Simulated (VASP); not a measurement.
**BN: single point with PBE**

The system is BN.

```
B N
1.0
     4.38950    0.00000    0.00000
     0.00000    4.38950    0.00000
     0.00000    0.00000    2.54919
B N
4 4
Direct
  0.17428 0.82572 0.50000
  0.32572 0.32572 0.00000
  0.67428 0.67428 0.00000
  0.82572 0.17428 0.50000
  0.81261 0.81261 0.50000
  0.31261 0.68739 0.00000
  0.68739 0.31261 0.00000
  0.18739 0.18739 0.50000
```

- Program: VASP 6.6.1
- Task: single point
- Functional: PBE
- Potentials or basis: VASP PAW PBE potentials, release 64 (B, N)
- Cutoff: 520 eV
- k mesh: 6 × 6 × 10
- Occupations: gaussian, width 0.05 eV
- Spin: no spin polarisation

* Pressure: 5.6 GPa
* Largest force: 0.109 eV/Å
* Band gap on the k mesh: 4.79 eV (least direct gap 5.88 eV)

Forces on the atoms (eV/Å):
```
B    0.009 -0.009  0.000
B   -0.009 -0.009  0.000
B    0.009  0.009  0.000
B   -0.009  0.009  0.000
N   -0.077 -0.077  0.000
N   -0.077  0.077  0.000
N    0.077 -0.077  0.000
N    0.077  0.077  0.000
```

Stress tensor (GPa, compression positive):
```
7.52 0.00 0.00
0.00 7.52 0.00
0.00 0.00 1.85
```

Levels at points of the mesh, in eV from the valence-band top:
```
           k point  band 14  band 15  band 16  band 17  band 18  band 19
(0.00, 0.00, 0.00)    -0.29     0.00     0.00     6.97     7.46     8.61
(0.50, 0.00, 0.00)    -1.49    -1.30    -1.30     7.90     7.90     8.54
(0.50, 0.50, 0.00)    -2.63    -2.56    -2.56     7.58     7.58     8.28
(0.00, 0.00, 0.50)    -4.23    -3.44    -3.44     6.53     6.53    10.34
(0.50, 0.00, 0.50)    -3.66    -2.21    -2.21     6.91     6.91     8.92
(0.50, 0.50, 0.50)    -3.06    -2.52    -2.52     6.30     6.30     7.14
```

Wall time 34 s on 1 thread of Intel(R) Xeon(R) 6975P-C (Granite Rapids), on a shared host, peak memory 0.19 GiB.

Caveat: the cell stands under pressure. A k mesh can miss the band edges.
